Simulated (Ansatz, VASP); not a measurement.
# La2O3 in VASP and in Ansatz

```
La O
1.0
     3.89575    0.00000    0.00000
    -1.94788    3.37382    0.00000
     0.00000    0.00000    6.06496
La O
2 3
Cartesian
  1.9479 1.1246 4.5827
  0.0000 2.2492 1.4822
  1.9479 1.1246 2.1457
  0.0000 2.2492 3.9192
  0.0000 0.0000 0.0000
```

Change from the starting cell: hydrostatic strain -1.0%.

Alike in both runs: task single point; functional r2SCAN; k mesh 12 × 12 × 4; no spin polarisation.

|  | VASP | Ansatz |
| --- | --- | --- |
| version | VASP 6.6.1 | Ansatz 0.2.0 |
| potentials or method | VASP PAW PBE potentials, release 64 (La, O) | plane waves, PAW |
| plane-wave cutoff (eV) | 520 | 500 |
| occupations | gaussian, width 0.01 eV | fixed |
| valence electrons in the cell | 40 | 40 |

```tsv
	VASP	Ansatz	Ansatz less VASP
gap on the k mesh at the Fermi level (eV)	4.29	4.27	-0.019
pressure (GPa)	3.6	4.1	+0.55
traceless stress, the component that is largest in VASP (GPa)	-0.79	-0.87	-0.078
rms of the force components (eV/Å)	0.012	0.002	-0.0104
```

VASP's potentials were made for PBE, not for r2SCAN. Atom by atom the forces differ by 0.012 eV/Å (rms over components).

Spin-orbit coupling is off throughout.
